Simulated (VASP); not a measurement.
# KSrCl3: single point with PBE-based screened hybrid

Crystal: KSrCl3.

```
CELL_PARAMETERS angstrom
5.63620 0.00000 0.00000
0.00000 5.63620 0.00000
0.00000 0.00000 5.63620
ATOMIC_POSITIONS crystal
K 0.00000 0.00000 0.00000
Sr 0.50000 0.50000 0.50000
Cl 0.50000 0.50000 0.00000
Cl 0.50000 0.00000 0.50000
Cl 0.00000 0.50000 0.50000
```

| Item | Value |
| --- | --- |
| Program | VASP 6.6.1 |
| Task | single point |
| Functional | PBE-based screened hybrid |
| Potentials or basis | VASP PAW PBE potentials, release 64 (K_sv, Sr_sv, Cl) |
| Cutoff | 520 eV |
| k mesh | 2 × 2 × 2 |
| Occupations | gaussian, width 0.01 eV |
| Spin | no spin polarisation |

The pressure is 0.6 GPa and the band gap on the k mesh is 5.08 eV, indirect (least direct gap 5.31 eV).

Levels at points of the mesh, in eV from the valence-band top:
```csv
k point,band 17,band 18,band 19,band 20,band 21,band 22,band 23,band 24
"(0.00, 0.00, 0.00)",-0.43,-0.22,-0.22,-0.22,5.08,6.77,6.77,6.77
"(0.50, 0.00, 0.00)",-0.69,-0.52,-0.29,-0.29,6.68,7.00,7.01,7.95
"(0.50, 0.50, 0.00)",-0.68,-0.65,-0.65,-0.01,7.41,8.07,8.07,8.21
"(0.50, 0.50, 0.50)",-1.35,0.00,0.00,0.00,6.68,7.99,7.99,7.99
```

Run time: 2.9 min on 1 thread of Intel(R) Xeon(R) Platinum 8375C CPU @ 2.90GHz (Ice Lake) (shared host), peak memory 0.37 GiB.

Caveat: the k points lie up to 0.56 Å⁻¹ apart; the PAW data sets were made with another functional, which shifts forces and pressure a little. A k mesh can miss the band edges.
